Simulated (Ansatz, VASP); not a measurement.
InSb: VASP beside Ansatz

```
In Sb
1.0
     0.00000    3.27243    3.27243
     3.27243    0.00000    3.27243
     3.27243    3.27243    0.00000
In Sb
1 1
Direct
  0.00000 0.00000 0.00000
  0.75000 0.75000 0.75000
```

Alike in both runs: task single point; functional PBE; k mesh 10 × 10 × 10; occupations gaussian, width 0.05 eV; no spin polarisation.

|  | VASP | Ansatz |
| --- | --- | --- |
| version | VASP 6.6.1 | Ansatz 0.2.0 |
| potentials or method | VASP PAW PBE potentials, release 64 (In_d, Sb), cutoff 520 eV | scalar-relativistic, plane waves, PAW |
| valence electrons in the cell | 18 | 28 |

|  | VASP | Ansatz | Ansatz less VASP |
| --- | --- | --- | --- |
| gap on the k mesh at the Fermi level (eV) | none | none | - |
| pressure (GPa) | 1.6 | 1.7 | +0.02 |

A gap of «none» marks a metal or a gap that the smearing closes. With one functional, cell and mesh, what is left measures potentials, basis and numerics. VASP's potentials hold 18 valence electrons a cell and Ansatz's 28, so a difference there can come from the potentials and not from the codes.

Spin-orbit coupling is off throughout.
